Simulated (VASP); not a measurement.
A run of VASP 6.6.1 is set up as follows.

Contents of INCAR:

```
SYSTEM = SN2O2
PREC = Accurate
ENCUT = 520
EDIFF = 1E-7
ISMEAR = -1
SIGMA = 0.02
LREAL = Auto
LASPH = .True.
NELM = 60
ALGO = Normal
ISIF = 2
LWAVE = .False.
LCHARG = .True.
GGA = PE
IVDW = 12
LELF = .True.
LVHAR = .True.
NBANDS = 88
```

File KPOINTS:

```
Automatic mesh
0
Gamma
  1 1 1
  0 0 0
```

Contents of POSCAR:

```
SN2O2
1.0
    9.5023080000      0.0000000000      0.0000000000
    0.0000000000      9.5023080000      0.0000000000
    0.0000000000      0.0000000000      9.5023080000
N S O
10 5 10
Direct
    0.0246571675      0.1506581348      0.2165894854
    0.0008524245      0.1766202485      0.3280887128
    0.2629045491      0.7683186022      0.5521290196
    0.1695693299      0.7608046382      0.4822828307
    0.4672233314      0.7563215168      0.9735319040
    0.4202031759      0.6512523063      0.9496219234
    0.6983250806      0.1604873258      0.4099530346
    0.6118303048      0.2405836561      0.4207819827
    1.0009883915      0.0950084969      0.7867036093
    0.9884124994      0.1627499340      0.8786181210
    0.9593984956      0.7914287771      0.1429126482
    0.6415073054      0.2269448643      0.9077478861
    0.6368031851      0.6875382276      0.4026811171
    0.2559588681      0.3868639072      0.7046077648
    0.2686084265      0.4638136335      0.2332485960
    0.9295741624      0.6615971614      0.2131692637
    0.9518319128      0.8012369205     -0.0117129438
    0.5189791785      0.2199781358      0.8127288655
    0.6414862579      0.1469537717      1.0380320234
    0.5805852641      0.5484562277      0.3562713396
    0.7436193396      0.6888326499      0.5052561967
    0.1445543546      0.4473544743      0.7948279513
    0.2134007864      0.2602736093      0.6344142918
    0.2635780697      0.6181656078      0.2226827419
    0.3437796375      0.3913891236      0.1229385535
```

Potentials or basis: VASP PAW PBE potentials, release 64 (N, S, O).

Run with:

```console
$ cat potpaw_PBE.64/N/POTCAR potpaw_PBE.64/S/POTCAR potpaw_PBE.64/O/POTCAR > POTCAR
$ mpirun -np 1 vasp_gam > vasp.out
```

Task: Estimate the pressure.

Result: -0.3 GPa.

Task: What does it give for the dispersion energy per atom?

Result: -0.044 eV.

Stress tensor (GPa, compression positive):
```
-0.48  0.13  0.10
 0.13 -0.41  0.32
 0.10  0.32  0.12
```

Caveat: the k points lie up to 0.66 Å⁻¹ apart; the standard files for N, O and F lose accuracy on very short bonds.
